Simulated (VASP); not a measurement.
# Sc (P6_3/mmc) in VASP: notebook

Runs on Sc. Level: PBEsol. Tasks: single point, relaxation of cell and atoms.

Everything below comes from runs of VASP 6.6.1. Logs are shortened: lines on timing, memory, paths and dates and some standing lists are left out, and cuts for length are marked.

### Step 1. The cell of the first run

Symmetry: P6_3/mmc, No. 194, hexagonal system. Conventional cell: a = 3.275 Å, b = 3.275 Å, c = 5.074 Å, α = 90.00°, β = 90.00°, γ = 120.00°. Within 4.2 Å of Sc (site symmetry -6m2) lie 12 Sc at 3.16 to 3.28 Å.

### Step 2. Single point, PBEsol

Contents of INCAR:

```
SYSTEM = Sc
  PREC = Accurate
  ENCUT = 520
  EDIFF = 1E-7
  ISMEAR = 1
  SIGMA = 0.1
  LREAL = .False.
  LASPH = .True.
  NELM = 60
  ALGO = Normal
  ISIF = 2
  LWAVE = .False.
  LCHARG = .False.
  GGA = PS
  NBANDS = 18
```

Contents of KPOINTS:

```
Automatic mesh
0
Gamma
  7 7 4
  0 0 0
```

Contents of POSCAR:

```
Sc
1.0
    3.2751818025      0.0000000000      0.0000000000
   -1.6375909013      2.8363906430      0.0000000000
    0.0000000000      0.0000000000      5.0739948173
Sc
2
Direct
    0.3333333333      0.6666666667      0.2500000000
    0.6666666667      0.3333333333      0.7500000000
```

Potentials or basis: VASP PAW PBE potentials, release 64 (Sc_sv).

Run with:

```
$ cat potpaw_PBE.64/Sc_sv/POTCAR > POTCAR
$ mpirun -np 1 vasp_std > vasp.out
```

OUTCAR:

```text
SYSTEM = Sc
   PREC = Accurate
   ENCUT = 520
   EDIFF = 1E-7
   ISMEAR = 1
   LREAL = .False.
   LASPH = .True.
   NELM = 60
   ISIF = 2
   GGA = PS

 ion  position               nearest neighbor table
   1  0.333  0.667  0.250-   2 3.16   2 3.16   2 3.16   2 3.16   2 3.16   2 3.16
   2  0.667  0.333  0.750-   1 3.16   1 3.16   1 3.16   1 3.16   1 3.16   1 3.16

  LATTYP: Found a hexagonal cell.
 ALAT       =     3.2751818025
 C/A-ratio  =     1.5492253937

  Lattice vectors:

 A1 = (   3.2751818025,   0.0000000000,   0.0000000000)
 A2 = (  -1.6375909013,   2.8363906430,   0.0000000000)
 A3 = (   0.0000000000,   0.0000000000,   5.0739948173)

Analysis of symmetry for initial positions (statically):
=====================================================================
 Subroutine PRICEL returns:
 Original cell was already a primitive cell.

 Routine SETGRP: Setting up the symmetry group for a
 hexagonal supercell.

 Subroutine GETGRP returns: Found 24 space group operations
 (whereof 12 operations were pure point group operations)
 out of a pool of 24 trial point group operations.

The static configuration has the point symmetry D_3d.
 The point group associated with its full space group is D_6h.

Analysis of symmetry for dynamics (positions and initial velocities):
=====================================================================
 Subroutine PRICEL returns:
 Original cell was already a primitive cell.

 Routine SETGRP: Setting up the symmetry group for a
 hexagonal supercell.

 Subroutine GETGRP returns: Found 24 space group operations
 (whereof 12 operations were pure point group operations)
 out of a pool of 24 trial point group operations.

The dynamic configuration has the point symmetry D_3d.
 The point group associated with its full space group is D_6h.

 Subroutine INISYM returns: Found 24 space group operations
 (whereof 12 operations are pure point group operations),
 and found     1 'primitive' translations

----------------------------------------------------------------------------------------

                                     Primitive cell

  volume of cell :      47.1359

  direct lattice vectors                    reciprocal lattice vectors
     3.275181803  0.000000000  0.000000000     0.305326562  0.176280373  0.000000000
    -1.637590901  2.836390643  0.000000000     0.000000000  0.352560746  0.000000000
     0.000000000  0.000000000  5.073994817     0.000000000  0.000000000  0.197083370

  length of vectors
     3.275181803  3.275181803  5.073994817     0.352560746  0.352560746  0.197083370

  position of ions in fractional coordinates (direct lattice)
     0.333333333  0.666666667  0.250000000
     0.666666667  0.333333333  0.750000000

  ion indices of the primitive-cell ions
   primitive index   ion index
                 1           1
                 2           2

----------------------------------------------------------------------------------------

 KPOINTS: Automatic mesh

Automatic generation of k-mesh.
 Grid dimensions read from file:
 generate k-points for:    7    7    4

 Generating k-lattice:

  Cartesian coordinates                     Fractional coordinates (reciprocal lattice)
     0.043618080  0.025182910  0.000000000     0.142857143  0.000000000  0.000000000
     0.000000000  0.050365821  0.000000000     0.000000000  0.142857143  0.000000000
     0.000000000  0.000000000  0.049270843     0.000000000  0.000000000  0.250000000

  Length of vectors
     0.050365821  0.050365821  0.049270843

  Shift w.r.t. Gamma in fractional coordinates (k-lattice)
     0.000000000  0.000000000  0.000000000

 Subroutine IBZKPT returns following result:
 ===========================================

 Found     24 irreducible k-points:

 Following reciprocal coordinates:
            Coordinates               Weight
  0.000000  0.000000  0.000000      1.000000
  0.142857  0.000000  0.000000      6.000000
  0.285714  0.000000  0.000000      6.000000
  0.428571  0.000000  0.000000      6.000000
  0.142857  0.142857  0.000000      6.000000
  0.285714  0.142857  0.000000     12.000000
[... 16 lines left out ...]
  0.428571  0.142857  0.500000      6.000000
  0.285714  0.285714  0.500000      6.000000
   k-points           NKPTS =     24   k-points in BZ     NKDIM =     24   number of bands    NBANDS=     18
   number of dos      NEDOS =    301   number of ions     NIONS =      2
   total plane-waves  NPLWV =  23040
   dimension x,y,z NGX =    24 NGY =   24 NGZ =   40
   dimension x,y,z NGXF=    48 NGYF=   48 NGZF=   80
   ions per type =               2
   NGX,Y,Z   is equivalent  to a cutoff of  12.18, 12.18, 13.11 a.u.
   NGXF,Y,Z  is equivalent  to a cutoff of  24.36, 24.36, 26.21 a.u.
 SYSTEM =  Sc
   PREC   = accura    normal or accurate (medium, high low for compatibility)
   ISTART =      0    job   : 0-new  1-cont  2-samecut
   ICHARG =      2    charge: 1-file 2-atom 10-const
   ISPIN  =      1    spin polarized calculation?
   LNONCOLLINEAR =      F non collinear calculations
   LSORBIT =      F    spin-orbit coupling
   LASPH  =      T    aspherical Exc in radial PAW
   ENCUT  =  520.0 eV  38.22 Ry    6.18 a.u.   6.09  6.09  9.43*2*pi/ulx,y,z
   NELM   =     60;   NELMIN=  2; NELMDL= -5     # of ELM steps
   EDIFF  = 0.1E-06   stopping-criterion for ELM
   LREAL  =      F    real-space projection
   EDIFFG = 0.1E-05   stopping-criterion for IOM
   NSW    =      0    number of steps for IOM
   IBRION =     -1    ionic relax: 0-MD 1-quasi-New 2-CG
   NFREE  =      0    steps in history (QN), initial steepest desc. (CG)
   ISIF   =      2    stress and relaxation
   ISYM   =      2    0-nonsym 1-usesym 2-fastsym
   POTIM  = 0.5000    time-step for ionic-motion
   TEBEG  =    0.0;   TEEND  =   0.0 temperature during run
   PSTRESS=    0.0 pullay stress
   NELECT =      22.0000    total number of electrons
   NUPDOWN=      -1.0000    fix difference up-down
   EMIN   =  10.00;   EMAX   =-10.00  energy-range for DOS
   EFERMI =   0.00;   METHOD = LEGACY
   ISMEAR =     1;   SIGMA  =   0.10  broadening in eV -4-tet -1-fermi 0-gaus
   EFERMI_NEDOS =   21; number of points for ismear=-14 and -15
   IALGO  =     38    algorithm
   IMIX   =      4    mixing-type and parameters
     AMIX     =   0.40;   BMIX     =  1.00
     AMIX_MAG =   1.60;   BMIX_MAG =  1.00
  volume/ion in A,a.u.               =      23.57       159.04
  Fermi-wavevector in a.u.,A,eV,Ry     =   1.269887  2.399739 21.940947  1.612614
  Thomas-Fermi vector in A             =   2.402905
   LORBIT       =      0    0 simple, 1 ext, 2 COOP (PROOUT), +10 PAW based schemes
   GGA     = PS    functional components
   LHFCALC =     F    Hartree Fock is set to
   AEXX    =    0.0000 exact exchange contribution
   IVDW    =     0    specifies the selected vdW correction
   LEPSILON=     F    determine dielectric tensor
   LRPA    =     F    only Hartree local field effects (RPA)
 non-spin polarized calculation
 Methfessel and Paxton  Order N= 1 SIGMA  =   0.10
  energy-cutoff  :      520.00
  volume of cell :       47.14
 maximum number of plane-waves:      1290
   NGX = 13   NGY = 13   NGZ = 19

 number of electron      22.0000009 magnetization

 Free energy of the ion-electron system (eV)
  ---------------------------------------------------
  ext. energy  EPLUGINS =         0.00000000
  ---------------------------------------------------
  free energy    TOTEN  =       -13.22701980 eV

  energy without entropy =      -13.22852615  energy(sigma->0) =      -13.22752192

 E-fermi :   3.8258     XC(G=0): -10.1742

 val. band max:        3.7633506860   @ k =   0.4286   0.0000   0.2500
 cond. band min:       3.8601798749   @ k =   0.2857   0.1429   0.2500
 fundamental gap:      0.0968291889
 Fermi energy:         3.8257770420

 k-point     1 :       0.0000    0.0000    0.0000
  band No.  band energies     occupation
      1     -45.2550      2.00000
      2     -45.1654      2.00000
      3     -24.2098      2.00000
      4     -23.8223      2.00000
      5     -23.8223      2.00000
      6     -23.7423      2.00000
[... 10 lines left out ...]
     17       6.2250      0.00000
     18       6.2250      0.00000

 k-point     2 :       0.1429    0.0000    0.0000
  band No.  band energies     occupation
      1     -45.2437      2.00000
      2     -45.1620      2.00000
      3     -24.1790      2.00000
      4     -23.8788      2.00000
      5     -23.8418      2.00000
      6     -23.8013      2.00000
[... 10 lines left out ...]
     17       6.1993      0.00000
     18       6.2479      0.00000

 k-point     3 :       0.2857    0.0000    0.0000
  band No.  band energies     occupation
      1     -45.2165      2.00000
      2     -45.1561      2.00000
      3     -24.0991      2.00000
      4     -24.0081      2.00000
      5     -23.9273      2.00000
      6     -23.8831      2.00000
[... 10 lines left out ...]
     17       6.8860      0.00000
     18       6.9996      0.00000

 k-point     4 :       0.4286    0.0000    0.0000
  band No.  band energies     occupation
      1     -45.1904      2.00000
      2     -45.1556      2.00000
      3     -24.1134      2.00000
      4     -24.0230      2.00000
      5     -24.0104      2.00000
      6     -23.9146      2.00000
[... 375 lines left out ...]
      4     -24.1146      2.00000
      5     -23.8893      2.00000
      6     -23.8893      2.00000
[... 10 lines left out ...]
     17       7.8032      0.00000
     18       7.8058      0.00000

 k-point    23 :       0.4286    0.1429    0.5000
  band No.  band energies     occupation
      1     -45.1692      2.00000
      2     -45.1692      2.00000
      3     -24.1512      2.00000
      4     -24.1512      2.00000
      5     -23.9107      2.00000
      6     -23.9107      2.00000
[... 10 lines left out ...]
     17       7.7697      0.00000
     18       7.7697      0.00000

 k-point    24 :       0.2857    0.2857    0.5000
  band No.  band energies     occupation
      1     -45.1676      2.00000
      2     -45.1676      2.00000
      3     -24.1197      2.00000
      4     -24.1197      2.00000
      5     -23.9676      2.00000
      6     -23.9676      2.00000
[... 10 lines left out ...]
     17       7.7239      0.00000
     18       7.7239      0.00000

------------------------ aborting loop because EDIFF is reached ----------------------------------------

  FORCE on cell =-STRESS in cart. coord.  units (eV):
  Direction    XX          YY          ZZ          XY          YZ          ZX
  --------------------------------------------------------------------------------------
  -------------------------------------------------------------------------------------
  Total        0.0011933      0.0011933      0.0219085     -0.0000000      0.0000000      0.0000000
  in kB        0.0405621      0.0405621      0.7446831     -0.0000000      0.0000000      0.0000000
  external PRESSURE =       0.2752691 kB  Pullay stress =       0.0000000 kB

 VOLUME and BASIS-vectors are now :
 -----------------------------------------------------------------------------
  energy-cutoff  :      520.00
  volume of cell :       47.14
      direct lattice vectors                 reciprocal lattice vectors
     3.275181803  0.000000000  0.000000000     0.305326562  0.176280373  0.000000000
    -1.637590901  2.836390643  0.000000000     0.000000000  0.352560746  0.000000000
     0.000000000  0.000000000  5.073994817     0.000000000  0.000000000  0.197083370

 POSITION                                       TOTAL-FORCE (eV/Angst)
 -----------------------------------------------------------------------------------
     -0.00000      1.89093      1.26850        -0.000000      0.000000      0.000000
      1.63759      0.94546      3.80550         0.000000     -0.000000      0.000000
 -----------------------------------------------------------------------------------
    total drift:                               -0.000000      0.000000     -0.000000

  FREE ENERGIE OF THE ION-ELECTRON SYSTEM (eV)
  ---------------------------------------------------
  free  energy   TOTEN  =       -13.2270198040 eV

  energy  without entropy=      -13.2285261542  energy(sigma->0) =      -13.22752192
```

Run time: 22 s. Hardware: 1 thread of Intel Xeon Platinum 8488C (Sapphire Rapids), shared host; peak memory 0.16 GiB.

What came out:

| Quantity | Value |
| --- | --- |
| Free energy | -13.2270 eV |
| Pressure | 0.0 GPa |
| Band gap on the k mesh | zero (band 11 reaches 4.86 eV, above the bottom of band 12 at 3.33 eV) |

Caveat: the PAW data sets were made with another functional, which shifts forces and pressure a little.

### Step 3. Relaxation of cell and atoms, PBEsol

This run uses another cell than the first one, of 25.00 Å³/atom, 1.061 times its volume.

Contents of INCAR:

```
SYSTEM = Sc
ALGO     = Normal         ! electronic algorithm
EDIFF    = 1E-7           ! SCF threshold, eV
EDIFFG   = -0.02          ! ionic threshold
ENCUT    = 600            ! plane-wave cutoff, eV
GGA      = PS             ! functional
IBRION   = 2              ! ionic algorithm
ISIF     = 3              ! what is computed and relaxed
ISMEAR   = 1              ! smearing method
LASPH    = .True.         ! aspherical terms in the spheres
LCHARG   = .False.        ! write CHGCAR
LREAL    = .False.        ! projectors in reciprocal space
LWAVE    = .False.        ! write WAVECAR
NELM     = 100            ! most SCF steps
NSW      = 60             ! ionic steps
PREC     = Accurate       ! precision mode
SIGMA    = 0.1            ! smearing width, eV
```

Contents of KPOINTS:

```
k-points
0
Gamma
  7 7 4
  0 0 0
```

Contents of POSCAR:

```
Sc
1.0
    3.3090000000      0.0000000000      0.0000000000
   -1.6545000000      2.8656780611      0.0000000000
    0.0000000000      0.0000000000      5.2733000000
Sc
2
Direct
    0.3333330000      0.6666670000      0.2500000000
    0.6666670000      0.3333330000      0.7500000000
```

Potentials or basis: VASP PAW PBE potentials, release 64 (Sc_sv).

Run with:

```
$ cat potpaw_PBE.64/Sc_sv/POTCAR > POTCAR
$ mpirun -np 1 vasp_std > vasp.out
```

OUTCAR:

```text
SYSTEM = Sc
   EDIFF = 1E-7
   EDIFFG = -0.02
   ENCUT = 600
   GGA = PS
   IBRION = 2
   ISIF = 3
   ISMEAR = 1
   LASPH = .True.
   LREAL = .False.
   NELM = 100
   NSW = 60
   PREC = Accurate

 ion  position               nearest neighbor table
   1  0.333  0.667  0.250-   2 3.26   2 3.26   2 3.26   2 3.26   2 3.26   2 3.26
   2  0.667  0.333  0.750-   1 3.26   1 3.26   1 3.26   1 3.26   1 3.26   1 3.26

  LATTYP: Found a hexagonal cell.
 ALAT       =     3.3090000000
 C/A-ratio  =     1.5936234512

  Lattice vectors:

 A1 = (   3.3090000000,   0.0000000000,   0.0000000000)
 A2 = (  -1.6545000000,   2.8656780611,   0.0000000000)
 A3 = (   0.0000000000,   0.0000000000,   5.2733000000)

Analysis of symmetry for initial positions (statically):
=====================================================================
 Subroutine PRICEL returns:
 Original cell was already a primitive cell.

[... 193 lines left out ...]
     11       3.9274     -0.00000
     12       5.0844     -0.00000
     13       5.0844     -0.00000
     14       5.2038     -0.00000
[... 520 lines left out ...]
--------------------------------------- Ionic step        4  -------------------------------------------

 number of electron      21.9999999 magnetization

 Free energy of the ion-electron system (eV)
  ---------------------------------------------------
  ext. energy  EPLUGINS =         0.00000000
  ---------------------------------------------------
  free energy    TOTEN  =       -13.22819764 eV

  energy without entropy =      -13.23003789  energy(sigma->0) =      -13.22881106

 E-fermi :   3.8219     XC(G=0): -10.1701

 val. band max:        3.7593318431   @ k =   0.4286  -0.0000   0.2500
 cond. band min:       3.8579965493   @ k =   0.2857   0.1429   0.2500
 fundamental gap:      0.0986647062
 Fermi energy:         3.8219117900

 k-point     1 :       0.0000    0.0000    0.0000
  band No.  band energies     occupation
      1     -45.2629      2.00000
      2     -45.1746      2.00000
      3     -24.2159      2.00000
      4     -23.8297      2.00000
      5     -23.8297      2.00000
      6     -23.7511      2.00000
      7     -23.7511      2.00000
      8     -23.7006      2.00000
      9      -1.3850      2.00000
     10       2.1277      2.00000
     11       4.5799     -0.00000
     12       5.4600     -0.00000
     13       5.4600     -0.00000
     14       5.7663     -0.00000
[... 442 lines left out ...]
  FREE ENERGIE OF THE ION-ELECTRON SYSTEM (eV)
  ---------------------------------------------------
  free  energy   TOTEN  =       -13.2281976400 eV

  energy  without entropy=      -13.2300378850  energy(sigma->0) =      -13.22881106

 reached required accuracy - stopping structural energy minimisation
```

CONTCAR:

```text
Sc
   1.00000000000000
     3.2731882084691395    0.0000000000000000   -0.0000000000000000
    -1.6365941042345697    2.8346641398799863    0.0000000000000000
     0.0000000000000000    0.0000000000000000    5.0853705372324534
  Sc
     2
Direct
     0.3333330000000032    0.6666669999999968    0.2500000000000000
     0.6666669999999968    0.3333330000000032    0.7500000000000000

  0.00000000E+00  0.00000000E+00  0.00000000E+00
  0.00000000E+00  0.00000000E+00  0.00000000E+00
```

Wall time 75 s (1 thread of Intel Xeon Platinum 8488C (Sapphire Rapids), shared host); peak memory 0.19 GiB.

Results:

* Free energy: -13.2282 eV
* Relaxed volume: 23.59 Å³/atom
* Relaxed cell: a = 3.273 Å, b = 3.273 Å, c = 5.085 Å, α = 90.00°, β = 90.00°, γ = 120.00°
* Space group after relaxing (to 0.05 Å): P6_3/mmc (No. 194)
* Energy gained by relaxing: 17.6 meV/atom
* Ionic steps: 4
* Pressure after relaxing: 0.0 GPa
* Band gap on the k mesh: zero (band 11 reaches 4.85 eV, above the bottom of band 12 at 3.33 eV)

Step by step:
| step | energy change (eV) | largest force (eV/Å) | pressure (GPa) | volume (Å³) |
| --- | --- | --- | --- | --- |
| 1 | 0.0000 | 0.0000 | -3.05 | 50.00 |
| 2 | -0.0336 | 0.0000 | 0.75 | 46.63 |
| 3 | -0.0344 | 0.0000 | 0.20 | 47.06 |
| 4 | -0.0353 | 0.0000 | 0.03 | 47.18 |

Final structure:
```
CELL_PARAMETERS angstrom
3.27319 0.00000 0.00000
-1.63659 2.83466 0.00000
0.00000 0.00000 5.08537
ATOMIC_POSITIONS crystal
Sc 0.33333 0.66667 0.25000
Sc 0.66667 0.33333 0.75000
```

Levels at points of the mesh, in eV from the Fermi level:
```tsv
k point	band 6	band 7	band 8	band 9	band 10	band 11	band 12	band 13	band 14	band 15
(0.00, 0.00, 0.00)	-27.57	-27.57	-27.52	-5.21	-1.69	0.76	1.64	1.64	1.94	2.12
(0.00, 0.00, 0.50)	-27.61	-27.61	-27.61	-3.60	-3.60	1.02	1.02	1.55	1.55	1.55
```

Caveat: the PAW data sets were made with another functional, which shifts forces and pressure a little.
